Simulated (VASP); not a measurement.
# TiZn3 (R-3m) in VASP: notebook

The runs below take TiZn3 through single point, with LDA.

All numbers are computed with VASP 6.6.1; they aren't measurements. Logs are shortened: lines on timing, memory, paths and dates and some standing lists are left out, and cuts for length are marked.

**1. The cell of the first run**

It takes space group R-3m (No. 166, trigonal). The conventional cell has a = 5.617 Å, b = 5.617 Å, c = 6.675 Å, α = 90.00°, β = 90.00°, γ = 120.00°. Ti (site symmetry -3m) has 12 Zn at 2.75 to 2.81 Å within 3.6 Å. Within 3.6 Å of Zn (site symmetry 2/m) lie 8 Zn at 2.75 to 2.81 Å and 4 Ti at 2.75 to 2.81 Å.

**2. Single point, LDA (equal xy, yz and zx shear strains of -2 %)**

INCAR

```
SYSTEM = TiZn3
ALGO = Normal
EDIFF = 1E-6
ENCUT = 520
ISIF = 2
ISMEAR = -1
LASPH = .True.
LCHARG = .False.
LREAL = .False.
LWAVE = .False.
NBANDS = 32
NELM = 60
PREC = Accurate
SIGMA = 0.05
```

KPOINTS

```
k-points
0
Gamma
  9 9 9
  0 0 0
```

POSCAR

```
TiZn3
1.0
    3.9322000000     -0.0393220000     -0.0393220000
   -0.0393220000      3.9322000000     -0.0393220000
   -0.0393220000     -0.0393220000      3.9322000000
Ti Zn
1 3
Direct
    0.0000000000      0.0000000000      0.0000000000
    0.0000000000      0.5000000000      0.5000000000
    0.5000000000      0.0000000000      0.5000000000
    0.5000000000      0.5000000000      0.0000000000
```

Potentials or basis: VASP PAW LDA potentials, release 64 (Ti_sv, Zn).

The run is started by

```console
$ cat potpaw_LDA.64/Ti_sv/POTCAR potpaw_LDA.64/Zn/POTCAR > POTCAR
$ mpirun -np 1 vasp_std > vasp.out
```

OUTCAR:

```text
SYSTEM = TiZn3
   EDIFF = 1E-6
   ENCUT = 520
   ISIF = 2
   ISMEAR = -1
   LASPH = .True.
   LREAL = .False.
   NELM = 60
   PREC = Accurate

 ion  position               nearest neighbor table
   1  0.000  0.000  0.000-   2 2.75   3 2.75   4 2.75   2 2.75   3 2.75   4 2.75   4 2.81   2 2.81
                             3 2.81   4 2.81   3 2.81   2 2.81
   2  0.000  0.500  0.500-   1 2.75   3 2.75   4 2.75   1 2.75   4 2.75   3 2.75   3 2.81   1 2.81
                             3 2.81   4 2.81   4 2.81   1 2.81
   3  0.500  0.000  0.500-   1 2.75   2 2.75   4 2.75   4 2.75   1 2.75   2 2.75   4 2.81   1 2.81
                             1 2.81   2 2.81   4 2.81   2 2.81
   4  0.500  0.500  0.000-   1 2.75   2 2.75   3 2.75   3 2.75   2 2.75   1 2.75   3 2.81   2 2.81
                             1 2.81   2 2.81   3 2.81   1 2.81

  LATTYP: Found a trigonal (rhomboedric) cell.
 ALAT       =     3.9325932003
 COS(alpha) =    -0.0198960208

  Lattice vectors:

 A1 = (   3.9322000000,  -0.0393220000,  -0.0393220000)
 A2 = (  -0.0393220000,   3.9322000000,  -0.0393220000)
 A3 = (  -0.0393220000,  -0.0393220000,   3.9322000000)

Analysis of symmetry for initial positions (statically):
=====================================================================
 Subroutine PRICEL returns:
 Original cell was already a primitive cell.

 Routine SETGRP: Setting up the symmetry group for a
 trigonal (rhombohedral) supercell.

 Subroutine GETGRP returns: Found 12 space group operations
 (whereof 12 operations were pure point group operations)
 out of a pool of 12 trial point group operations.

The static configuration has the point symmetry D_3d.

Analysis of symmetry for dynamics (positions and initial velocities):
=====================================================================
 Subroutine PRICEL returns:
 Original cell was already a primitive cell.

 Routine SETGRP: Setting up the symmetry group for a
 trigonal (rhombohedral) supercell.

 Subroutine GETGRP returns: Found 12 space group operations
 (whereof 12 operations were pure point group operations)
 out of a pool of 12 trial point group operations.

The dynamic configuration has the point symmetry D_3d.

 Subroutine INISYM returns: Found 12 space group operations
 (whereof 12 operations are pure point group operations),
 and found     1 'primitive' translations

----------------------------------------------------------------------------------------

                                     Primitive cell

  volume of cell :      60.7821

  direct lattice vectors                    reciprocal lattice vectors
     3.932200000 -0.039322000 -0.039322000     0.254361950  0.002569313  0.002569313
    -0.039322000  3.932200000 -0.039322000     0.002569313  0.254361950  0.002569313
    -0.039322000 -0.039322000  3.932200000     0.002569313  0.002569313  0.254361950

  length of vectors
     3.932593200  3.932593200  3.932593200     0.254387902  0.254387902  0.254387902

  position of ions in fractional coordinates (direct lattice)
     0.000000000  0.000000000  0.000000000
     1.000000000  0.500000000  0.500000000
     0.500000000  1.000000000  0.500000000
     0.500000000  0.500000000  1.000000000

  ion indices of the primitive-cell ions
   primitive index   ion index
                 1           1
                 2           2
                 3           3
                 4           4

----------------------------------------------------------------------------------------

 KPOINTS: k-points

Automatic generation of k-mesh.
 Grid dimensions read from file:
 generate k-points for:    9    9    9

 Generating k-lattice:

  Cartesian coordinates                     Fractional coordinates (reciprocal lattice)
     0.028262439  0.000285479  0.000285479     0.111111111 -0.000000000  0.000000000
     0.000285479  0.028262439  0.000285479    -0.000000000  0.111111111  0.000000000
     0.000285479  0.000285479  0.028262439     0.000000000  0.000000000  0.111111111

  Length of vectors
     0.028265322  0.028265322  0.028265322

  Shift w.r.t. Gamma in fractional coordinates (k-lattice)
     0.000000000  0.000000000  0.000000000

 Subroutine IBZKPT returns following result:
 ===========================================

 Found     85 irreducible k-points:

 Following reciprocal coordinates:
            Coordinates               Weight
  0.000000  0.000000  0.000000      1.000000
  0.111111  0.000000 -0.000000      6.000000
  0.222222 -0.000000 -0.000000      6.000000
  0.333333 -0.000000  0.000000      6.000000
  0.444444 -0.000000 -0.000000      6.000000
  0.111111  0.111111  0.000000      6.000000
[... 16 lines left out ...]
 -0.333333  0.333333  0.000000      6.000000
  0.444444  0.444444 -0.000000      6.000000
 [... further k-points ...]
   k-points           NKPTS =     85   k-points in BZ     NKDIM =     85   number of bands    NBANDS=     32
   number of dos      NEDOS =    301   number of ions     NIONS =      4
   total plane-waves  NPLWV =  27000
   dimension x,y,z NGX =    30 NGY =   30 NGZ =   30
   dimension x,y,z NGXF=    60 NGYF=   60 NGZF=   60
   ions per type =               1   3
   NGX,Y,Z   is equivalent  to a cutoff of  12.68, 12.68, 12.68 a.u.
   NGXF,Y,Z  is equivalent  to a cutoff of  25.36, 25.36, 25.36 a.u.
 SYSTEM =  TiZn3
   PREC   = accura    normal or accurate (medium, high low for compatibility)
   ISTART =      0    job   : 0-new  1-cont  2-samecut
   ICHARG =      2    charge: 1-file 2-atom 10-const
   ISPIN  =      1    spin polarized calculation?
   LNONCOLLINEAR =      F non collinear calculations
   LSORBIT =      F    spin-orbit coupling
   LASPH  =      T    aspherical Exc in radial PAW
   ENCUT  =  520.0 eV  38.22 Ry    6.18 a.u.   7.31  7.31  7.31*2*pi/ulx,y,z
   NELM   =     60;   NELMIN=  2; NELMDL= -5     # of ELM steps
   EDIFF  = 0.1E-05   stopping-criterion for ELM
   LREAL  =      F    real-space projection
[... 7 lines left out ...]
   TEBEG  =    0.0;   TEEND  =   0.0 temperature during run
   PSTRESS=    0.0 pullay stress
   NELECT =      48.0000    total number of electrons
   NUPDOWN=      -1.0000    fix difference up-down
   EMIN   =  10.00;   EMAX   =-10.00  energy-range for DOS
   EFERMI =   0.00;   METHOD = LEGACY
   ISMEAR =    -1;   SIGMA  =   0.05  broadening in eV -4-tet -1-fermi 0-gaus
   EFERMI_NEDOS =   21; number of points for ismear=-14 and -15
   IALGO  =     38    algorithm
   IMIX   =      4    mixing-type and parameters
     AMIX     =   0.40;   BMIX     =  1.00
     AMIX_MAG =   1.60;   BMIX_MAG =  1.00
  volume/ion in A,a.u.               =      15.20       102.54
  Fermi-wavevector in a.u.,A,eV,Ry     =   1.513201  2.859536 31.154323  2.289778
  Thomas-Fermi vector in A             =   2.623024
   LORBIT       =      0    0 simple, 1 ext, 2 COOP (PROOUT), +10 PAW based schemes
   GGA     = CA    functional components
   LHFCALC =     F    Hartree Fock is set to
   AEXX    =    0.0000 exact exchange contribution
   IVDW    =     0    specifies the selected vdW correction
   LEPSILON=     F    determine dielectric tensor
   LRPA    =     F    only Hartree local field effects (RPA)
 non-spin polarized calculation
  energy-cutoff  :      520.00
  volume of cell :       60.78
 maximum number of plane-waves:      1653
 NGX is ok and might be reduce to    30
   NGX = 15   NGY = 15   NGZ = 15

 number of electron      47.9999979 magnetization

 Free energy of the ion-electron system (eV)
  ---------------------------------------------------
  ext. energy  EPLUGINS =         0.00000000
  ---------------------------------------------------
  free energy    TOTEN  =       -14.91072837 eV

  energy without entropy =      -14.88241006  energy(sigma->0) =      -14.89656921

 E-fermi :   4.0780     XC(G=0): -12.0517

 val. band max:        4.0769437230   @ k =  -0.2222   0.4444   0.2222
 cond. band min:       4.0806142407   @ k =  -0.4444   0.2222   0.2222
 fundamental gap:      0.0036705177
 Fermi energy:         4.0779691761

 k-point     1 :       0.0000    0.0000    0.0000
  band No.  band energies     occupation
      1     -52.0078      2.00000
      2     -28.6566      2.00000
      3     -28.6566      2.00000
      4     -28.6470      2.00000
      5      -5.0824      2.00000
      6      -3.5992      2.00000
[... 24 lines left out ...]
     31       9.6911      0.00000
     32      12.2147      0.00000

 k-point     2 :       0.1111    0.0000   -0.0000
  band No.  band energies     occupation
      1     -52.0077      2.00000
      2     -28.6583      2.00000
      3     -28.6565      2.00000
      4     -28.6476      2.00000
      5      -4.9569      2.00000
      6      -3.5700      2.00000
[... 24 lines left out ...]
     31      10.3272      0.00000
     32      12.1325      0.00000

 k-point     3 :       0.2222   -0.0000   -0.0000
  band No.  band energies     occupation
      1     -52.0074      2.00000
      2     -28.6633      2.00000
      3     -28.6563      2.00000
      4     -28.6484      2.00000
      5      -4.5924      2.00000
      6      -3.4883      2.00000
[... 24 lines left out ...]
     31      11.6689      0.00000
     32      11.8151      0.00000

 k-point     4 :       0.3333   -0.0000    0.0000
  band No.  band energies     occupation
      1     -52.0071      2.00000
      2     -28.6697      2.00000
      3     -28.6561      2.00000
      4     -28.6486      2.00000
      5      -4.0539      2.00000
      6      -3.3795      2.00000
[... 654 lines left out ...]
     31      10.7680      0.00000
     32      11.3465      0.00000

 k-point    23 :      -0.3333    0.3333    0.0000
  band No.  band energies     occupation
      1     -52.0065      2.00000
      2     -28.6707      2.00000
      3     -28.6647      2.00000
      4     -28.6507      2.00000
      5      -3.4733      2.00000
      6      -3.2594      2.00000
[... 24 lines left out ...]
     31      11.1935      0.00000
     32      11.9279      0.00000

 k-point    24 :       0.4444    0.4444   -0.0000
  band No.  band energies     occupation
      1     -52.0061      2.00000
      2     -28.6740      2.00000
      3     -28.6682      2.00000
      4     -28.6508      2.00000
      5      -3.2230      2.00000
      6      -3.2036      2.00000
[... 24 lines left out ...]
     31      10.8591      0.00000
     32      11.7394      0.00000

 [... further k-points ...]

------------------------ aborting loop because EDIFF is reached ----------------------------------------

  FORCE on cell =-STRESS in cart. coord.  units (eV):
  Direction    XX          YY          ZZ          XY          YZ          ZX
  --------------------------------------------------------------------------------------
  -------------------------------------------------------------------------------------
  Total       -3.5263365     -3.5263365     -3.5263365      0.4879705      0.4879705      0.4879705
  in kB      -92.9519936    -92.9519936    -92.9519936     12.8625923     12.8625923     12.8625923
  external PRESSURE =     -92.9519936 kB  Pullay stress =       0.0000000 kB

 VOLUME and BASIS-vectors are now :
 -----------------------------------------------------------------------------
  energy-cutoff  :      520.00
  volume of cell :       60.78
      direct lattice vectors                 reciprocal lattice vectors
     3.932200000 -0.039322000 -0.039322000     0.254361950  0.002569313  0.002569313
    -0.039322000  3.932200000 -0.039322000     0.002569313  0.254361950  0.002569313
    -0.039322000 -0.039322000  3.932200000     0.002569313  0.002569313  0.254361950

 POSITION                                       TOTAL-FORCE (eV/Angst)
 -----------------------------------------------------------------------------------
      0.00000      0.00000      0.00000         0.000000      0.000000      0.000000
     -0.03932      1.94644      1.94644        -0.000000     -0.000000     -0.000000
      1.94644     -0.03932      1.94644         0.000000      0.000000      0.000000
      1.94644      1.94644     -0.03932        -0.000000     -0.000000      0.000000
 -----------------------------------------------------------------------------------
    total drift:                                0.000000      0.000000     -0.000000

  FREE ENERGIE OF THE ION-ELECTRON SYSTEM (eV)
  ---------------------------------------------------
  free  energy   TOTEN  =       -14.9107283731 eV

  energy  without entropy=      -14.8824100551  energy(sigma->0) =      -14.89656921
```

It took 3.8 min on 1 thread of Oxide Virtual Turin-like, shared host; peak memory 0.21 GiB.

Results:

* Free energy: -14.9107 eV
* Pressure: -9.3 GPa
* Band gap on the k mesh: zero (bands 24 and 25 overlap by 1.94 eV)

Levels at points of the mesh, in eV from the Fermi level:
```csv
k point,band 21,band 22,band 23,band 24,band 25,band 26,band 27,band 28
"(0.00, 0.00, 0.00)",-0.75,-0.75,0.25,0.25,0.36,1.47,1.47,1.47
```

Caveat: the cell differs from its parent crystal (equal xy, yz and zx shear strains of -2 %); the cell stands under tension.

**3. Single point, LDA (equal xy, yz and zx shear strains of -1 %)**

INCAR

```
SYSTEM = TiZn3
  ALGO = Normal
  EDIFF = 1E-6
  ENCUT = 520
  GGA = CA
  ISIF = 2
  ISMEAR = -1
  LASPH = .True.
  LCHARG = .False.
  LREAL = .False.
  LWAVE = .False.
  NBANDS = 32
  NELM = 100
  PREC = Accurate
  SIGMA = 0.05
```

KPOINTS is that of step 2.

POSCAR

```
TiZn3
1.0
    3.9322000000     -0.0196610000     -0.0196610000
   -0.0196610000      3.9322000000     -0.0196610000
   -0.0196610000     -0.0196610000      3.9322000000
Ti Zn
1 3
Direct
    0.0000000000      0.0000000000      0.0000000000
    0.0000000000      0.5000000000      0.5000000000
    0.5000000000      0.0000000000      0.5000000000
    0.5000000000      0.5000000000      0.0000000000
```

Potentials or basis: VASP PAW LDA potentials, release 64 (Ti_sv, Zn).

The run is started by

```console
$ cat potpaw_LDA.64/Ti_sv/POTCAR potpaw_LDA.64/Zn/POTCAR > POTCAR
$ mpirun -np 1 vasp_std > vasp.out
```

Run time: 3.5 min. Hardware: 1 thread of Oxide Virtual Turin-like, shared host; peak memory 0.22 GiB.

Results (log left out):

- Free energy: -14.9210 eV
- Pressure: -9.4 GPa
- Band gap on the k mesh: zero (bands 24 and 25 overlap by 1.90 eV)

Stress tensor (GPa, compression positive):
```
-9.38  0.65  0.65
 0.65 -9.38  0.65
 0.65  0.65 -9.38
```

Levels at points of the mesh, in eV from the Fermi level:
| k point | band 20 | band 21 | band 22 | band 23 | band 24 | band 25 | band 26 | band 27 | band 28 | band 29 |
| --- | --- | --- | --- | --- | --- | --- | --- | --- | --- | --- |
| (0.00, 0.00, 0.00) | -6.34 | -0.75 | -0.75 | 0.27 | 0.27 | 0.32 | 1.47 | 1.48 | 1.48 | 5.23 |

Caveat: the cell differs from its parent crystal (equal xy, yz and zx shear strains of -1 %); the cell stands under tension.

**4. Single point, LDA (equal xy, yz and zx shear strains of +1 %)**

INCAR

```
PREC = Accurate ; ENCUT = 520
EDIFF = 1E-6 ; ISMEAR = -1
SIGMA = 0.05 ; LREAL = False
LASPH = True ; NELM = 100
ALGO = Normal ; ISIF = 2
LWAVE = False ; LCHARG = False
NBANDS = 32
```

KPOINTS

```
regular mesh
0
Gamma
  9 9 9
```

POSCAR

```
TiZn3
1.0
    3.9322000000      0.0196610000      0.0196610000
    0.0196610000      3.9322000000      0.0196610000
    0.0196610000      0.0196610000      3.9322000000
Ti Zn
1 3
Direct
    0.0000000000      0.0000000000      0.0000000000
    0.0000000000      0.5000000000      0.5000000000
    0.5000000000      0.0000000000      0.5000000000
    0.5000000000      0.5000000000      0.0000000000
```

The run is started by

```console
$ cat potpaw_LDA.64/Ti_sv/POTCAR potpaw_LDA.64/Zn/POTCAR > POTCAR
$ mpirun -np 1 vasp_std > vasp.out
```

Wall time 3.9 min (1 thread of Oxide Virtual Turin-like, shared host); peak memory 0.22 GiB.

The run converged. Its results:

```
Free energy            : -14.9210 eV
Pressure               : -9.4 GPa
Band gap on the k mesh : zero (bands 24 and 25 overlap by 1.83 eV)
```

Stress tensor (GPa, compression positive):
```
-9.38 -0.66 -0.66
-0.66 -9.38 -0.66
-0.66 -0.66 -9.38
```

Levels at points of the mesh, in eV from the Fermi level:
```csv
k point,band 21,band 22,band 23,band 24,band 25,band 26,band 27,band 28
"(0.00, 0.00, 0.00)",-0.75,-0.75,0.25,0.30,0.30,1.47,1.47,1.48
```

Caveat: the cell differs from its parent crystal (equal xy, yz and zx shear strains of +1 %); the cell stands under tension.

(Continued in part 2 of 2.)
